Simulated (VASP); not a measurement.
# Si16Ni (a cell with a defect) in VASP: a series of runs

Runs on Si16Ni (a cell with a defect). Level: r2SCAN. Tasks: single point.

Everything below comes from runs of VASP 6.6.1. Logs are shortened: lines on timing, memory, paths and dates and some standing lists are left out, and cuts for length are marked.

### 1 The cell of the first run

The cell holds a defect, 17 atoms: a = 7.679 Å, b = 7.679 Å, c = 7.679 Å, α = 60.00°, β = 60.00°, γ = 60.00°.

### 2 Single point, r2SCAN, collinear spin, zero start

Contents of POSCAR:

```
Si16Ni
1.0
    0.0000000000      5.4300000000      5.4300000000
    5.4300000000      0.0000000000      5.4300000000
    5.4300000000      5.4300000000      0.0000000000
Si Ni
16 1
Direct
    0.0261721915      0.1754338858     -0.2107436464
    0.1525062615      0.1307055249      0.0390613260
   -0.0127055249      0.0226101289      0.4373731123
    0.2247860958     -0.0950179558      0.6148558932
   -0.0416232044      0.4376001842      0.1198863720
    0.1438511050      0.4066505525      0.3080772560
   -0.0717930018      0.5368974217      0.6098513812
    0.0366627993      0.6760869245      0.7515294659
    0.5215359116      0.0309075506     -0.0434893186
    0.6742812155      0.1840644567      0.0249119705
    0.7690588398     -0.0587177716      0.3399500000
    0.6119478821      0.1614230203      0.5732174954
    0.4488724678      0.5268735727      0.0756651013
    0.6017343462      0.6496179558      0.1690584715
    0.3637243094      0.5194204420      0.4990005525
    0.5524829650      0.7702628913      0.6730711786
    0.1195547882      0.7442652855      0.3261080110
```

Contents of INCAR.step1:

```
  ALGO = Normal
  EDIFF = 1E-4
  ENCUT = 520
  GGA = PE
  ISMEAR = 0
  ISPIN = 2
  LASPH = T
  LCHARG = F
  LMAXMIX = 4
  LREAL = Auto
  LWAVE = T
  MAGMOM = 0 0 0 0 0 0 0 0 0 0 0 0 0 0 0 0 0
  NBANDS = 55
  NELM = 150
  PREC = Accurate
  SIGMA = 0.02
```

Contents of INCAR.step2:

```
  ALGO = Normal
  EDIFF = 1E-7
  ENCUT = 520
  ISIF = 2
  ISMEAR = 0
  ISPIN = 2
  ISTART = 1
  LASPH = T
  LCHARG = F
  LMAXMIX = 4
  LMIXTAU = T
  LORBIT = 11
  LREAL = Auto
  LWAVE = F
  MAGMOM = 0 0 0 0 0 0 0 0 0 0 0 0 0 0 0 0 0
  METAGGA = R2SCAN
  NBANDS = 55
  NELM = 150
  PREC = Accurate
  SIGMA = 0.02
```

Contents of KPOINTS:

```
k-points
0
Gamma
  1 1 1
```

Potentials or basis: VASP PAW PBE potentials, release 64 (Si, Ni).

Started as:

```console
$ cat potpaw_PBE.64/Si/POTCAR potpaw_PBE.64/Ni/POTCAR > POTCAR
$ cp INCAR.step1 INCAR
$ mpirun -np 1 vasp_gam > vasp.out
$ cp INCAR.step2 INCAR
$ mpirun -np 1 vasp_gam > vasp.out
```

OUTCAR:

```text
EDIFF = 1E-7
   ENCUT = 520
   ISIF = 2
   ISMEAR = 0
   ISPIN = 2
   ISTART = 1
   LASPH = T
   LORBIT = 11
   LREAL = Auto
   METAGGA = R2SCAN
   NELM = 150
   PREC = Accurate

 ion  position               nearest neighbor table
   1  0.026  0.175  0.789-   7 2.30   2 2.37  10 2.37   4 2.45   6 3.05
   2  0.153  0.131  0.039-   5 2.28   9 2.35   1 2.37   3 2.51  17 2.72
   3  0.987  0.023  0.437-  17 2.26  12 2.36   4 2.37   2 2.51  11 2.55   8 2.56   5 2.87
   4  0.225  0.905  0.615-   8 2.34   3 2.37  16 2.38   1 2.45  15 3.04
   5  0.958  0.438  0.120-   2 2.28  14 2.33   6 2.36   8 2.44   3 2.87
   6  0.144  0.407  0.308-   5 2.36  13 2.42   7 2.44  17 2.57   1 3.05
   7  0.928  0.537  0.610-  17 2.26   1 2.30   6 2.44   8 2.45  16 2.46  11 2.78  15 2.96
   8  0.037  0.676  0.752-   4 2.34   5 2.44  15 2.44   7 2.45   3 2.56  17 2.81
   9  0.522  0.031  0.957-   2 2.35  10 2.38  12 2.42  14 2.46
  10  0.674  0.184  0.025-   1 2.37   9 2.38  11 2.40  13 2.42
  11  0.769  0.941  0.340-  17 2.31  16 2.37  10 2.40  12 2.52   3 2.55   7 2.78
  12  0.612  0.161  0.573-   3 2.36  15 2.41   9 2.42  11 2.52  16 2.92
  13  0.449  0.527  0.076-  14 2.32   6 2.42  10 2.42  16 2.63  17 2.65  15 2.95
  14  0.602  0.650  0.169-  13 2.32   5 2.33  15 2.33   9 2.46  17 3.07
  15  0.364  0.519  0.499-  17 2.28  14 2.33  12 2.41   8 2.44  13 2.95   7 2.96   4 3.04
  16  0.552  0.770  0.673-  11 2.37   4 2.38   7 2.46  13 2.63  12 2.92
  17  0.120  0.744  0.326-   7 2.26   3 2.26  15 2.28  11 2.31   6 2.57  13 2.65   2 2.72   8 2.81
                            14 3.07

  LATTYP: Found a face centered cubic cell.
 ALAT       =    10.8600000000

  Lattice vectors:

 A1 = (   0.0000000000,   5.4300000000,   5.4300000000)
 A2 = (   5.4300000000,   0.0000000000,   5.4300000000)
 A3 = (   5.4300000000,   5.4300000000,   0.0000000000)

Analysis of symmetry for initial positions (statically):
=====================================================================
 Subroutine PRICEL returns:
 Original cell was already a primitive cell.

 Routine SETGRP: Setting up the symmetry group for a
 face centered cubic supercell.

 Subroutine GETGRP returns: Found  1 space group operations
 (whereof  1 operations were pure point group operations)
 out of a pool of 48 trial point group operations.

The static configuration has the point symmetry C_1 .

Analysis of symmetry for dynamics (positions and initial velocities):
=====================================================================
 Subroutine PRICEL returns:
 Original cell was already a primitive cell.

 Routine SETGRP: Setting up the symmetry group for a
 face centered cubic supercell.

 Subroutine GETGRP returns: Found  1 space group operations
 (whereof  1 operations were pure point group operations)
 out of a pool of 48 trial point group operations.

The dynamic configuration has the point symmetry C_1 .

Analysis of structural, dynamic, and magnetic symmetry:
=====================================================================
 Subroutine PRICEL returns:
 Original cell was already a primitive cell.

 Routine SETGRP: Setting up the symmetry group for a
 face centered cubic supercell.

 Subroutine GETGRP returns: Found  1 space group operations
 (whereof  1 operations were pure point group operations)
 out of a pool of 48 trial point group operations.

The overall configuration has the point symmetry C_1 .

 Subroutine INISYM returns: Found  1 space group operations
 (whereof  1 operations are pure point group operations),
 and found     1 'primitive' translations

----------------------------------------------------------------------------------------

                                     Primitive cell

  volume of cell :     320.2060

  direct lattice vectors                    reciprocal lattice vectors
     0.000000000  5.430000000  5.430000000    -0.092081031  0.092081031  0.092081031
     5.430000000  0.000000000  5.430000000     0.092081031 -0.092081031  0.092081031
[... 45 lines left out ...]
  ---------------------------------------------------
  free energy    TOTEN  =      -137.36768288 eV

  energy without entropy =     -137.36768288  energy(sigma->0) =     -137.36768288

 E-fermi :   6.1250     XC(G=0): -10.1832

 val. band max:        6.0264301435   @ k =   0.0000   0.0000   0.0000
 cond. band min:       6.5821818224   @ k =   0.0000   0.0000   0.0000
 fundamental gap:      0.5557516789
 Fermi energy:         6.1249864145

 spin component 1

 k-point     1 :       0.0000    0.0000    0.0000
  band No.  band energies     occupation
      1      -6.7637      1.00000
      2      -4.2287      1.00000
      3      -4.0621      1.00000
      4      -3.9322      1.00000
      5      -3.7451      1.00000
      6      -3.1484      1.00000
[... 41 lines left out ...]
     48       9.1222      0.00000
     49       9.1747      0.00000
 Fermi energy:         6.1249864145

 spin component 2

 k-point     1 :       0.0000    0.0000    0.0000
  band No.  band energies     occupation
      1      -6.7637      1.00000
      2      -4.2287      1.00000
      3      -4.0621      1.00000
      4      -3.9322      1.00000
      5      -3.7451      1.00000
      6      -3.1484      1.00000
[... 41 lines left out ...]
     48       9.1222      0.00000
     49       9.1747      0.00000
 [bands above 49 left out]

------------------------ aborting loop because EDIFF is reached ----------------------------------------

  FORCE on cell =-STRESS in cart. coord.  units (eV):
  Direction    XX          YY          ZZ          XY          YZ          ZX
  --------------------------------------------------------------------------------------
  -------------------------------------------------------------------------------------
  Total       -1.1706491      9.4460832     11.4274036      2.3252927      4.2353075     -3.3483450
  in kB       -5.8574396     47.2642600     57.1779610     11.6347946     21.1917122    -16.7537218
  external PRESSURE =      32.8615938 kB  Pullay stress =       0.0000000 kB

 VOLUME and BASIS-vectors are now :
 -----------------------------------------------------------------------------
  energy-cutoff  :      520.00
  volume of cell :      320.21
      direct lattice vectors                 reciprocal lattice vectors
     0.000000000  5.430000000  5.430000000    -0.092081031  0.092081031  0.092081031
     5.430000000  0.000000000  5.430000000     0.092081031 -0.092081031  0.092081031
     5.430000000  5.430000000  0.000000000     0.092081031  0.092081031 -0.092081031

 POSITION                                       TOTAL-FORCE (eV/Angst)
 -----------------------------------------------------------------------------------
      5.23827      4.42778      1.09472         0.220364      0.327737     -0.199430
      0.92183      1.04021      1.53784        -0.118127      0.231257     -0.120967
      2.49771      7.73594      5.48378         0.025577     -0.424908      0.046284
      8.25272      4.55926      6.13464         0.525319     -0.225245      0.356430
      3.02715      5.85497      7.58016         0.085613      0.022541      0.177251
      3.88097      2.45397      2.98922         0.035969     -0.021167      0.192801
[... 9 lines left out ...]
      7.83730      6.65476      7.18251        -0.219471      0.000599      0.191068
      5.81213      2.41995      4.69054        -0.141772     -0.363761      0.240945
 -----------------------------------------------------------------------------------
    total drift:                                0.007670     -0.001776     -0.005502

  FREE ENERGIE OF THE ION-ELECTRON SYSTEM (eV)
  ---------------------------------------------------
  free  energy   TOTEN  =      -137.3676828822 eV

  energy  without entropy=     -137.3676828822  energy(sigma->0) =     -137.36768288

 total charge

# of ion       s       p       d       tot
------------------------------------------
    1        0.741   0.941   0.000   1.681
    2        0.718   0.984   0.000   1.701
    3        0.735   0.890   0.000   1.626
    4        0.825   0.866   0.000   1.691
    5        0.733   0.990   0.000   1.724
    6        0.848   0.814   0.000   1.662
[... 9 lines left out ...]
   16        0.786   0.840   0.000   1.627
   17        0.502   0.588   8.461   9.552
--------------------------------------------------
tot         12.650  15.086   8.461  36.197

 magnetization (x)

# of ion       s       p       d       tot
------------------------------------------
    1       -0.000   0.000   0.000  -0.000
    2        0.000  -0.000   0.000  -0.000
    3       -0.000  -0.000   0.000  -0.000
    4       -0.000  -0.000   0.000  -0.000
    5        0.000   0.000   0.000   0.000
    6       -0.000  -0.000   0.000  -0.000
[... 9 lines left out ...]
   16       -0.000   0.000   0.000   0.000
   17        0.000   0.000  -0.000  -0.000
--------------------------------------------------
tot          0.000   0.000  -0.000  -0.000
```

Run time: 2.6 min. Hardware: 1 thread of AMD EPYC 9R45 (Zen 5), shared host; peak memory 0.69 GiB.

What came out:

* Free energy: -137.3677 eV
* Pressure: 3.3 GPa
* Largest force: 0.674 eV/Å
* Band gap on the k mesh: 0.56 eV
* Net moment: 0.00 μB per cell
* Valence electrons inside the program's atomic spheres: Si 1.68, 1.70, 1.63, 1.69, 1.72, 1.66, 1.65, 1.64, 1.67; Ni 9.55

Forces on the atoms (eV/Å):
```
Si   0.220  0.328 -0.199
Si  -0.118  0.231 -0.121
Si   0.026 -0.425  0.046
Si   0.525 -0.225  0.356
Si   0.086  0.023  0.177
Si   0.036 -0.021  0.193
Si  -0.029  0.171 -0.011
Si  -0.309  0.060 -0.003
Si   0.002  0.066 -0.058
Si   0.010  0.136 -0.032
Si   0.321 -0.081 -0.458
Si  -0.138  0.270 -0.388
Si  -0.214 -0.257 -0.070
Si  -0.037 -0.095  0.094
Si  -0.019  0.184  0.041
Si  -0.219  0.001  0.191
Ni  -0.142 -0.364  0.241
```

Levels at points of the mesh, in eV from the valence-band top:
Spin up:
```
           k point  band 33  band 34  band 35  band 36  band 37  band 38  band 39  band 40  band 41  band 42
(0.00, 0.00, 0.00)    -0.66    -0.44    -0.42    -0.21     0.00     0.56     1.11     1.39     1.55     1.83
```
Spin down:
| k point | band 34 | band 35 | band 36 | band 37 | band 38 | band 39 | band 40 | band 41 |
| --- | --- | --- | --- | --- | --- | --- | --- | --- |
| (0.00, 0.00, 0.00) | -0.44 | -0.42 | -0.21 | 0.00 | 0.56 | 1.11 | 1.39 | 1.55 |

Caveat: the k points lie up to 1.00 Å⁻¹ apart; the PAW data sets were made with another functional, which shifts forces and pressure a little.

### 3 Single point, r2SCAN, collinear spin, zero start

Contents of POSCAR:

```
Si16Ni
1.0
    0.0000000000      5.4300000000      5.4300000000
    5.4300000000      0.0000000000      5.4300000000
    5.4300000000      5.4300000000      0.0000000000
Si Ni
16 1
Direct
   -0.0007616022      0.1968848066     -0.1494199816
    0.1843303867      0.2430965009     -0.0297731123
    0.1182942910     -0.0806725599      0.4458077348
    0.1948133517      0.1302245856      0.5205971455
   -0.0749482505      0.4944200737      0.1154034991
    0.1015142726      0.4696282689      0.2954632597
   -0.1133991713      0.5351549724      0.6170059853
    0.0206049724      0.6592222836      0.7360121547
    0.5624664825      0.1432097606     -0.1596572744
    0.6598662983      0.1609710866      0.0714219153
    0.5526740331     -0.0453112339      0.4514731123
    0.7530200737      0.0020646409      0.5567611418
    0.4416435543      0.4942238490      0.0807091160
    0.6010083794      0.4355929098      0.3002844383
    0.3870461326      0.4593372928      0.6413361878
    0.5210053407      0.6336887661      0.6987022099
    0.2755595764      0.8876649171      0.1166023020
```

Contents of INCAR.step1:

```
SYSTEM = Si16Ni
  PREC = Accurate
  ENCUT = 520
  ISMEAR = 0
  SIGMA = 0.02
  LREAL = Auto
  LASPH = .TRUE.
  NELM = 150
  ISPIN = 2
  MAGMOM = 0 0 0 0 0 0 0 0 0 0 0 0 0 0 0 0 0
  LMAXMIX = 4
  NBANDS = 55
  GGA = PE
  ALGO = Normal
  EDIFF = 1E-4
  LWAVE = .TRUE.
  LCHARG = .FALSE.
```

Contents of INCAR.step2:

```
SYSTEM = Si16Ni
  PREC = Accurate
  ENCUT = 520
  EDIFF = 1E-6
  ISMEAR = 0
  SIGMA = 0.02
  LREAL = Auto
  LASPH = .TRUE.
  NELM = 150
  ALGO = Normal
  ISIF = 2
  LWAVE = .FALSE.
  LCHARG = .FALSE.
  ISPIN = 2
  MAGMOM = 0 0 0 0 0 0 0 0 0 0 0 0 0 0 0 0 0
  LORBIT = 11
  LMAXMIX = 4
  METAGGA = R2SCAN
  LMIXTAU = .TRUE.
  NBANDS = 55
  ISTART = 1
```

Contents of KPOINTS:

```
regular mesh
0
G
  1 1 1
  0 0 0
```

Potentials or basis: VASP PAW PBE potentials, release 64 (Si, Ni).

Started as:

```console
$ cat potpaw_PBE.64/Si/POTCAR potpaw_PBE.64/Ni/POTCAR > POTCAR
$ cp INCAR.step1 INCAR
$ mpirun -np 1 vasp_gam > vasp.out
$ cp INCAR.step2 INCAR
$ mpirun -np 1 vasp_gam > vasp.out
```

It took 2.6 min on 1 thread of AMD EPYC 9R45 (Zen 5), shared host; peak memory 0.69 GiB.

It converged, with:

| Quantity | Value |
| --- | --- |
| Free energy | -138.7639 eV |
| Pressure | 7.7 GPa |
| Largest force | 0.712 eV/Å |
| Band gap on the k mesh | 0.77 eV |
| Net moment | 0.00 μB per cell |
| Valence electrons inside the program's atomic spheres | Si 1.73, 1.75, 1.71, 1.74, 1.76, 1.70, 1.72, 1.68, 1.69; Ni 9.21 |

Forces on the atoms (eV/Å):
```
Si  -0.015 -0.046 -0.027
Si   0.051 -0.011 -0.119
Si   0.219 -0.120 -0.094
Si   0.217  0.247 -0.614
Si   0.014 -0.034  0.243
Si  -0.066 -0.265  0.046
Si   0.099  0.011  0.155
Si  -0.275 -0.044 -0.138
Si  -0.187  0.060 -0.038
Si   0.027 -0.083 -0.025
Si   0.105 -0.208 -0.063
Si   0.157 -0.183  0.141
Si   0.086 -0.150 -0.169
Si  -0.339  0.379 -0.499
Si   0.041  0.201  0.410
Si  -0.092  0.082  0.265
Ni  -0.043  0.163  0.527
```

Stress tensor (GPa, compression positive):
```
 6.31 -1.39  0.36
-1.39 11.79  3.41
 0.36  3.41  4.93
```

Levels at points of the mesh, in eV from the valence-band top:
Spin up:
```tsv
k point	band 33	band 34	band 35	band 36	band 37	band 38	band 39	band 40	band 41	band 42
(0.00, 0.00, 0.00)	-0.66	-0.52	-0.36	-0.23	0.00	0.77	1.41	1.65	1.75	1.94
```
Spin down:
```tsv
k point	band 35	band 36	band 37	band 38	band 39	band 40
(0.00, 0.00, 0.00)	-0.36	-0.23	0.00	0.77	1.41	1.65
```

Caveat: the k points lie up to 1.00 Å⁻¹ apart; the PAW data sets were made with another functional, which shifts forces and pressure a little.

### 4 Single point, r2SCAN, collinear spin, zero start

Contents of POSCAR:

```
Si16Ni
1.0
    0.0000000000      5.4300000000      5.4300000000
    5.4300000000      0.0000000000      5.4300000000
    5.4300000000      5.4300000000      0.0000000000
Si Ni
16 1
Direct
   -0.0124278085      0.0205248619     -0.0386259669
    0.1200610497      0.2021691529      0.0075446593
    0.0257883978     -0.0396408840      0.4858252302
    0.0558834254      0.1811749540      0.5933570902
   -0.0270427256      0.4859812155      0.1193530387
    0.1628166667      0.6629477901      0.1677651013
    0.1053418969      0.4836282689      0.5316442910
    0.0776901473      0.6376334254      0.7449034070
    0.4840918048      0.1777483425     -0.1848131676
    0.6111178637      0.1431622468      0.0597445672
    0.3513196133      0.0104914365      0.3411104052
    0.7282431860     -0.1415348987      0.6964934622
    0.5178100368      0.4958678637      0.0436332413
    0.6090657459      0.5141685083      0.2692418048
    0.4585709945      0.5371680479      0.6011724678
    0.7040995396      0.5678439227      0.6812183241
    0.2759972376      0.8803830571      0.1905064457
```

Contents of INCAR.step1:

```
PREC = Accurate ; ENCUT = 520
ISMEAR = 0 ; SIGMA = 0.02
LREAL = Auto ; LASPH = T
NELM = 150 ; ISPIN = 2
MAGMOM = 0 0 0 0 0 0 0 0 0 0 0 0 0 0 0 0 0 ; LMAXMIX = 4
NBANDS = 55 ; GGA = PE
ALGO = Normal ; EDIFF = 1E-4
LWAVE = T ; LCHARG = F
```

Contents of INCAR.step2:

```
PREC = Accurate ; ENCUT = 520
EDIFF = 1E-6 ; ISMEAR = 0
SIGMA = 0.02 ; LREAL = Auto
LASPH = T ; NELM = 150
ALGO = Normal ; ISIF = 2
LWAVE = F ; LCHARG = T
ISPIN = 2 ; MAGMOM = 0 0 0 0 0 0 0 0 0 0 0 0 0 0 0 0 0
LORBIT = 11 ; LMAXMIX = 4
METAGGA = R2SCAN ; LMIXTAU = T
LELF = T ; LVHAR = T
NBANDS = 55 ; ISTART = 1
```

Contents of KPOINTS:

```
regular mesh
0
Gamma
  1 1 1
```

Started as:

```console
$ cat potpaw_PBE.64/Si/POTCAR potpaw_PBE.64/Ni/POTCAR > POTCAR
$ cp INCAR.step1 INCAR
$ mpirun -np 1 vasp_gam > vasp.out
$ cp INCAR.step2 INCAR
$ mpirun -np 1 vasp_gam > vasp.out
```

Run time: 2.7 min. Hardware: 1 thread of AMD EPYC 9R45 (Zen 5), shared host; peak memory 0.7 GiB.

It converged, with:

| Property | Result |
| --- | --- |
| Free energy | -136.4378 eV |
| Pressure | 5.3 GPa |
| Largest force | 0.755 eV/Å |
| Band gap on the k mesh | 0.84 eV |
| Net moment | 0.00 μB per cell |
| Valence electrons inside the program's atomic spheres | Si 1.67, 1.72, 1.71, 1.66, 1.69, 1.70, 1.68, 1.62; Ni 9.54 |

Forces in eV/Å, atoms in the order of the input:
```
Si  -0.131  0.206 -0.116
Si   0.066 -0.685  0.309
Si   0.124  0.094 -0.306
Si   0.041  0.017  0.033
Si   0.121  0.201  0.111
Si  -0.222 -0.317 -0.178
Si  -0.002  0.103  0.036
Si  -0.026  0.085 -0.176
Si   0.080  0.136 -0.087
Si  -0.038 -0.018  0.034
Si  -0.018  0.171  0.149
Si   0.030 -0.125 -0.102
Si  -0.155  0.038 -0.088
Si  -0.026 -0.015  0.100
Si  -0.019  0.055  0.101
Si   0.091 -0.084  0.072
Ni   0.084  0.137  0.108
```

Stress tensor (GPa, compression positive):
```
 1.19  1.24  1.17
 1.24  4.57 -0.56
 1.17 -0.56 10.01
```

Levels at points of the mesh, in eV from the valence-band top:
Spin up:
```tsv
k point	band 35	band 36	band 37	band 38	band 39	band 40
(0.00, 0.00, 0.00)	-0.42	-0.30	0.00	0.84	1.00	1.28
```
Spin down:
| k point | band 33 | band 34 | band 35 | band 36 | band 37 | band 38 | band 39 | band 40 | band 41 | band 42 |
| --- | --- | --- | --- | --- | --- | --- | --- | --- | --- | --- |
| (0.00, 0.00, 0.00) | -0.69 | -0.60 | -0.42 | -0.30 | 0.00 | 0.84 | 1.00 | 1.28 | 1.60 | 1.88 |

Caveat: the k points lie up to 1.00 Å⁻¹ apart; the PAW data sets were made with another functional, which shifts forces and pressure a little.
